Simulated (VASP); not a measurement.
A run of VASP 6.6.1 is set up as follows.

INCAR

```
  ALGO = Normal
  EDIFF = 1E-6
  ENCUT = 520
  GGA = PE
  ISIF = 2
  ISMEAR = -1
  ISPIN = 2
  IVDW = 12
  LASPH = T
  LCHARG = T
  LELF = T
  LORBIT = 11
  LREAL = Auto
  LVHAR = T
  LWAVE = F
  MAGMOM = 0 0 0 0 0 0 0 0 0 0 0 0 0 0 0 0 1
  NBANDS = 52
  NELM = 150
  PREC = Accurate
  SIGMA = 0.02
```

Contents of KPOINTS:

```
k-points
0
Gamma
  2 2 2
```

File POSCAR:

```
LiSi16
1.0
    0.0000000000      5.4300000000      5.4300000000
    5.4300000000      0.0000000000      5.4300000000
    5.4300000000      5.4300000000      0.0000000000
Si Li
16 1
Direct
   -0.0049376136      0.0018118915      0.0016712118
    0.1154191108      0.1272730931      0.1271391103
   -0.0102828912      0.0074984255      0.5014714346
    0.1153681273      0.1272790878      0.6303816605
   -0.0102937785      0.5015937326      0.0073906155
    0.1153613809      0.6305192711      0.1271457982
   -0.0103586831      0.5015844178      0.5014565017
    0.1168055309      0.6278199487      0.6277208619
    0.4894488326      0.0056490032      0.0054908143
    0.6236514736      0.1256350531      0.1254784359
    0.4894137395      0.0056497423      0.4996591465
    0.6108311226      0.1393106222      0.6250783116
    0.4894319116      0.4998180165      0.0054806930
    0.6108232462      0.6252232694      0.1392471247
    0.4832898947      0.5056407207      0.5055637062
    0.6107554992      0.6251305212      0.6249090959
    0.7300470966      0.7566634833      0.7566403774
```

Potentials or basis: VASP PAW PBE potentials, release 64 (Si, Li_sv).

Command:

```bash
$ cat potpaw_PBE.64/Si/POTCAR potpaw_PBE.64/Li_sv/POTCAR > POTCAR
$ mpirun -np 1 vasp_std > vasp.out
```

Task: What does it give for the net moment?

Result: 0.02 μB per cell.

Task: Estimate the dispersion energy per atom.

Result: -0.321 eV.

Task: Estimate the largest force.

Result: 0.096 eV/Å.

Forces in eV/Å, atoms in the order of the input:
```
Si   0.017 -0.018 -0.018
Si   0.045  0.019  0.020
Si  -0.022  0.023 -0.060
Si  -0.019 -0.046  0.020
Si  -0.021 -0.060  0.023
Si  -0.020  0.020 -0.046
Si   0.061  0.021  0.022
Si   0.019 -0.019 -0.020
Si  -0.061  0.001 -0.001
Si   0.055 -0.056 -0.056
Si  -0.002  0.063 -0.002
Si  -0.027  0.024 -0.061
Si   0.000 -0.002  0.064
Si  -0.030 -0.063  0.024
Si  -0.017  0.017  0.017
Si   0.065  0.030  0.027
Li  -0.044  0.045  0.046
```

Caveat: the k points lie up to 0.50 Å⁻¹ apart.
